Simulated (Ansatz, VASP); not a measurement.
Ir in VASP and in Ansatz

File INCAR:

```
  PREC = Accurate
  ENCUT = 500
  EDIFF = 1E-7
  ISMEAR = 0
  SIGMA = 0.1
  LREAL = F
  LASPH = T
  NELM = 120
  ALGO = Normal
  ISIF = 3
  LWAVE = F
  LCHARG = F
  IBRION = 2
  NSW = 100
  EDIFFG = -0.002
  GGA_COMPAT = F
  NELMIN = 4
```

Contents of KPOINTS:

```
Automatic mesh
0
Gamma
  16 16 16
```

POSCAR

```
Ir
1.0
   -1.5254903019      1.5254903019      1.5254903019
    1.5254903019     -1.5254903019      1.5254903019
    1.5254903019      1.5254903019     -1.5254903019
Ir
1
Direct
    0.0000000000      0.0000000000      0.0000000000
```

Input for Ansatz:

```yaml
crystal:
  lattice:
    - [-1.5254903019, 1.5254903019, 1.5254903019]
    - [1.5254903019, -1.5254903019, 1.5254903019]
    - [1.5254903019, 1.5254903019, -1.5254903019]
  atoms:
    - { symbol: Ir, position: [0.0, 0.0, 0.0] }
basis:
  ecutwfc: 420
kpoints:
  mp_grid: { grid: [16, 16, 16] }
hamiltonian:
  xc: lda
  pseudopotentials: { kind: paw, azcp: { folder: soft_1 } }
scf:
  occupations: { method: gaussian, width: 0.1 }
output:
  forces: true
  stress: true
  eigenvalues: true
  write_density: true
  write_potential: true
  elf: true
  volumetric_format: npy
relax:
  adjacent_minimum: "off"
  f_tol: 0.002
  max_steps: 80
  cell: { stress_tol: 0.02 }
```

Alike in both runs: task relaxation of cell and atoms; functional LDA; k mesh 16 × 16 × 16; occupations gaussian, width 0.1 eV; no spin polarisation.

|  | VASP | Ansatz |
| --- | --- | --- |
| version | VASP 6.6.1 | Ansatz 0.2.0 |
| potentials or method | VASP PAW LDA potentials, release 64 (Ir), cutoff 500 eV | scalar-relativistic, plane waves, PAW |
| valence electrons in the cell | 9 | 17 |

VASP gave:

| Item | Value |
| --- | --- |
| gap on the k mesh at the Fermi level, each at its own relaxed structure (eV) | none |
| relaxed volume (Å³/atom) | 14.41 |
| relaxed cell length with the largest relative difference (Å) | 2.655 |

Task: What did Ansatz give for the same quantities?

Result: gap on the k mesh at the Fermi level, each at its own relaxed structure (eV): none; relaxed volume (Å³/atom): 14.32; relaxed cell length with the largest relative difference (Å): 2.650.

Ansatz warns that its potentials were made for another functional, while VASP's fit it. LDA's correlation is that of Perdew and Zunger in VASP and of Perdew and Wang (1992) in Ansatz. A gap of «none» marks a metal or a gap that the smearing closes. VASP's potentials hold 9 valence electrons a cell and Ansatz's 17, so a difference there can come from the potentials and not from the codes.

Spin-orbit coupling is off throughout.
